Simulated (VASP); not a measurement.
# Ba (I4/mmm) in VASP: notebook, part 2 of 3

VASP 6.6.1.

### Step 3. Single point, PBEsol (strain -0.025 along x and y, -0.050 along z)

INCAR reads:

```
ALGO = Fast
EDIFF = 1E-7
ENCUT = 520
GGA = PS
ISIF = 2
ISMEAR = 0
LASPH = True
LCHARG = True
LELF = True
LREAL = False
LVHAR = True
LWAVE = False
NBANDS = 11
NELM = 80
PREC = Accurate
SIGMA = 0.15
```

KPOINTS reads:

```
k-points
0
Gamma
  14 14 14
```

POSCAR reads:

```
Ba
1.0
   -2.4375000000      2.4375000000      2.3750000000
    2.4375000000     -2.4375000000      2.3750000000
    2.4375000000      2.4375000000     -2.3750000000
Ba
1
Direct
    0.0000000000      0.0000000000      0.0000000000
```

Potentials or basis: VASP PAW PBE potentials, release 64 (Ba_sv).

Command:

```bash
$ cat potpaw_PBE.64/Ba_sv/POTCAR > POTCAR
$ mpirun -np 1 vasp_std > vasp.out
```

OUTCAR:

```text
EDIFF = 1E-7
   ENCUT = 520
   GGA = PS
   ISIF = 2
   ISMEAR = 0
   LASPH = True
   LREAL = False
   NELM = 80
   PREC = Accurate

 ion  position               nearest neighbor table
   1  0.000  0.000  0.000-

  LATTYP: Found a body centered tetragonal cell.
 ALAT       =     4.8750000000
 C/A-ratio  =     0.9743589744

  Lattice vectors:

 A1 = (  -2.4375000000,   2.4375000000,   2.3750000000)
 A2 = (   2.4375000000,  -2.4375000000,   2.3750000000)
 A3 = (   2.4375000000,   2.4375000000,  -2.3750000000)

Analysis of symmetry for initial positions (statically):
=====================================================================
 Subroutine PRICEL returns:
 Original cell was already a primitive cell.

 Routine SETGRP: Setting up the symmetry group for a
 body centered tetragonal supercell.

 Subroutine GETGRP returns: Found 16 space group operations
 (whereof 16 operations were pure point group operations)
 out of a pool of 16 trial point group operations.

The static configuration has the point symmetry D_4h.

Analysis of symmetry for dynamics (positions and initial velocities):
=====================================================================
 Subroutine PRICEL returns:
 Original cell was already a primitive cell.

 Routine SETGRP: Setting up the symmetry group for a
 body centered tetragonal supercell.

 Subroutine GETGRP returns: Found 16 space group operations
 (whereof 16 operations were pure point group operations)
 out of a pool of 16 trial point group operations.

The dynamic configuration has the point symmetry D_4h.

 Subroutine INISYM returns: Found 16 space group operations
 (whereof 16 operations are pure point group operations),
 and found     1 'primitive' translations

----------------------------------------------------------------------------------------

                                     Primitive cell

  volume of cell :      56.4434

  direct lattice vectors                    reciprocal lattice vectors
    -2.437500000  2.437500000  2.375000000     0.000000000  0.205128205  0.210526316
     2.437500000 -2.437500000  2.375000000     0.205128205  0.000000000  0.210526316
     2.437500000  2.437500000 -2.375000000     0.205128205  0.205128205  0.000000000

  length of vectors
     4.186100512  4.186100512  4.186100512     0.293936915  0.293936915  0.290095090

  position of ions in fractional coordinates (direct lattice)
     0.000000000  0.000000000  0.000000000

  ion indices of the primitive-cell ions
   primitive index   ion index
                 1           1

----------------------------------------------------------------------------------------

 KPOINTS: k-points

Automatic generation of k-mesh.
 Grid dimensions read from file:
 generate k-points for:   14   14   14

 Generating k-lattice:

  Cartesian coordinates                     Fractional coordinates (reciprocal lattice)
     0.000000000  0.014652015  0.015037594     0.071428571  0.000000000  0.000000000
     0.014652015  0.000000000  0.015037594     0.000000000  0.071428571  0.000000000
     0.014652015  0.014652015  0.000000000     0.000000000  0.000000000  0.071428571

  Length of vectors
     0.020995494  0.020995494  0.020721078

  Shift w.r.t. Gamma in fractional coordinates (k-lattice)
     0.000000000  0.000000000  0.000000000

 Subroutine IBZKPT returns following result:
 ===========================================

 Found    244 irreducible k-points:

 Following reciprocal coordinates:
            Coordinates               Weight
  0.000000  0.000000  0.000000      1.000000
  0.071429 -0.000000  0.000000      8.000000
  0.142857 -0.000000  0.000000      8.000000
  0.214286 -0.000000  0.000000      8.000000
  0.285714 -0.000000  0.000000      8.000000
  0.357143  0.000000  0.000000      8.000000
[... 16 lines left out ...]
  0.214286  0.142857  0.000000     16.000000
  0.285714  0.142857  0.000000     16.000000
 [... further k-points ...]
   k-points           NKPTS =    244   k-points in BZ     NKDIM =    244   number of bands    NBANDS=     11
   number of dos      NEDOS =    301   number of ions     NIONS =      1
   total plane-waves  NPLWV =  32768
   dimension x,y,z NGX =    32 NGY =   32 NGZ =   32
   dimension x,y,z NGXF=    64 NGYF=   64 NGZF=   64
   ions per type =               1
   NGX,Y,Z   is equivalent  to a cutoff of  12.71, 12.71, 12.71 a.u.
   NGXF,Y,Z  is equivalent  to a cutoff of  25.42, 25.42, 25.42 a.u.
 SYSTEM =  unknown system
   PREC   = accura    normal or accurate (medium, high low for compatibility)
   ISTART =      0    job   : 0-new  1-cont  2-samecut
   ICHARG =      2    charge: 1-file 2-atom 10-const
   ISPIN  =      1    spin polarized calculation?
   LNONCOLLINEAR =      F non collinear calculations
   LSORBIT =      F    spin-orbit coupling
   LASPH  =      T    aspherical Exc in radial PAW
   ENCUT  =  520.0 eV  38.22 Ry    6.18 a.u.   7.78  7.78  7.78*2*pi/ulx,y,z
   NELM   =     80;   NELMIN=  2; NELMDL= -5     # of ELM steps
   EDIFF  = 0.1E-06   stopping-criterion for ELM
   LREAL  =      F    real-space projection
   EDIFFG = 0.1E-05   stopping-criterion for IOM
   NSW    =      0    number of steps for IOM
   IBRION =     -1    ionic relax: 0-MD 1-quasi-New 2-CG
   NFREE  =      0    steps in history (QN), initial steepest desc. (CG)
   ISIF   =      2    stress and relaxation
   ISYM   =      2    0-nonsym 1-usesym 2-fastsym
   POTIM  = 0.5000    time-step for ionic-motion
   TEBEG  =    0.0;   TEEND  =   0.0 temperature during run
   PSTRESS=    0.0 pullay stress
   NELECT =      10.0000    total number of electrons
   NUPDOWN=      -1.0000    fix difference up-down
   EMIN   =  10.00;   EMAX   =-10.00  energy-range for DOS
   EFERMI =   0.00;   METHOD = LEGACY
   ISMEAR =     0;   SIGMA  =   0.15  broadening in eV -4-tet -1-fermi 0-gaus
   EFERMI_NEDOS =   21; number of points for ismear=-14 and -15
   IALGO  =     68    algorithm
   IMIX   =      4    mixing-type and parameters
     AMIX     =   0.40;   BMIX     =  1.00
     AMIX_MAG =   1.60;   BMIX_MAG =  1.00
  volume/ion in A,a.u.               =      56.44       380.90
  Fermi-wavevector in a.u.,A,eV,Ry     =   0.919469  1.737545 11.502688  0.845424
  Thomas-Fermi vector in A             =   2.044667
   LORBIT       =      0    0 simple, 1 ext, 2 COOP (PROOUT), +10 PAW based schemes
   GGA     = PS    functional components
   LHFCALC =     F    Hartree Fock is set to
   AEXX    =    0.0000 exact exchange contribution
   IVDW    =     0    specifies the selected vdW correction
   LEPSILON=     F    determine dielectric tensor
   LRPA    =     F    only Hartree local field effects (RPA)
 non-spin polarized calculation
 RMM-DIIS sequential band-by-band and
 Gauss-broadening in eV      SIGMA  =   0.15
  energy-cutoff  :      520.00
  volume of cell :       56.44
 maximum number of plane-waves:      1537
   NGX = 15   NGY = 15   NGZ = 15

 number of electron      10.0000001 magnetization

 Free energy of the ion-electron system (eV)
  ---------------------------------------------------
  ext. energy  EPLUGINS =         0.00000000
  ---------------------------------------------------
  free energy    TOTEN  =        -2.15272905 eV

  energy without entropy =       -2.13953395  energy(sigma->0) =       -2.14613150

 E-fermi :   1.9001     XC(G=0):  -7.8728

 val. band max:        1.8983469898   @ k =  -0.2857  -0.4286   0.2857
 cond. band min:       1.9088635745   @ k =  -0.2857   0.5000   0.2857
 fundamental gap:      0.0105165847
 Fermi energy:         1.9001185657

 k-point     1 :       0.0000    0.0000    0.0000
  band No.  band energies     occupation
      1     -26.7707      2.00000
      2     -11.6255      2.00000
      3     -11.6255      2.00000
      4     -11.6241      2.00000
      5      -0.9034      2.00000
      6       3.7258      0.00000
      7       3.9046      0.00000
      8       3.9046      0.00000
      9       5.2998      0.00000
     10       5.5649      0.00000
     11       9.0987      0.00000
[... 309 lines left out ...]
 k-point    24 :       0.2857    0.1429    0.0000
  band No.  band energies     occupation
      1     -26.7084      2.00000
      2     -12.1606      2.00000
      3     -11.8262      2.00000
      4     -11.6768      2.00000
      5       1.0914      2.00000
      6       2.6216      0.00000
      7       2.9166      0.00000
      8       5.1410      0.00000
      9       6.1421      0.00000
     10       6.6826      0.00000
     11       9.0508      0.00000

 [... further k-points ...]

------------------------ aborting loop because EDIFF is reached ----------------------------------------

  FORCE on cell =-STRESS in cart. coord.  units (eV):
  Direction    XX          YY          ZZ          XY          YZ          ZX
  --------------------------------------------------------------------------------------
  -------------------------------------------------------------------------------------
  Total        0.1139584      0.1139584      0.1708239      0.0000000      0.0000000      0.0000000
  in kB        3.2347763      3.2347763      4.8489340      0.0000000      0.0000000      0.0000000
  external PRESSURE =       3.7728289 kB  Pullay stress =       0.0000000 kB

 VOLUME and BASIS-vectors are now :
 -----------------------------------------------------------------------------
  energy-cutoff  :      520.00
  volume of cell :       56.44
      direct lattice vectors                 reciprocal lattice vectors
    -2.437500000  2.437500000  2.375000000     0.000000000  0.205128205  0.210526316
     2.437500000 -2.437500000  2.375000000     0.205128205  0.000000000  0.210526316
     2.437500000  2.437500000 -2.375000000     0.205128205  0.205128205  0.000000000

 POSITION                                       TOTAL-FORCE (eV/Angst)
 -----------------------------------------------------------------------------------
      0.00000      0.00000      0.00000         0.000000     -0.000000      0.000000
 -----------------------------------------------------------------------------------
    total drift:                                0.000000      0.000000      0.000000

  FREE ENERGIE OF THE ION-ELECTRON SYSTEM (eV)
  ---------------------------------------------------
  free  energy   TOTEN  =        -2.1527290533 eV

  energy  without entropy=       -2.1395339477  energy(sigma->0) =       -2.14613150
```

Run time: 78 s. Hardware: 1 thread of Intel Xeon Platinum 8259CL at 2.50GHz (Skylake/Cascade Lake), shared host; peak memory 0.29 GiB.

What came out:

```
Free energy            : -2.1527 eV
Pressure               : 0.4 GPa
Band gap on the k mesh : zero (bands 5 and 6 overlap by 1.21 eV)
```

Stress tensor (GPa, compression positive):
```
0.32 0.00 0.00
0.00 0.32 0.00
0.00 0.00 0.48
```

Levels at points of the mesh, in eV from the Fermi level:
```
           k point  band 1  band 2  band 3  band 4  band 5  band 6  band 7  band 8  band 9  band 10
(0.00, 0.00, 0.00)  -28.67  -13.53  -13.53  -13.52   -2.80    1.83    2.00    2.00    3.40     3.66
(0.50, 0.00, 0.00)  -28.60  -14.18  -13.74  -13.54   -0.97    0.60    1.67    3.59    4.26     5.88
(0.50, 0.50, 0.00)  -28.60  -14.19  -13.72  -13.52   -0.98    0.78    1.58    3.37    4.10     5.84
(0.50, 0.50, 0.50)  -28.55  -13.99  -13.99  -13.95   -0.72   -0.67    4.82    4.82    5.11     5.26
```

Caveat: the cell differs from its parent crystal (strain -0.025 along x and y, -0.050 along z); the PAW data sets were made with another functional, which shifts forces and pressure a little; spin-orbit coupling is left out, which moves the levels of the heavy elements.

[end of part 2 of 3]
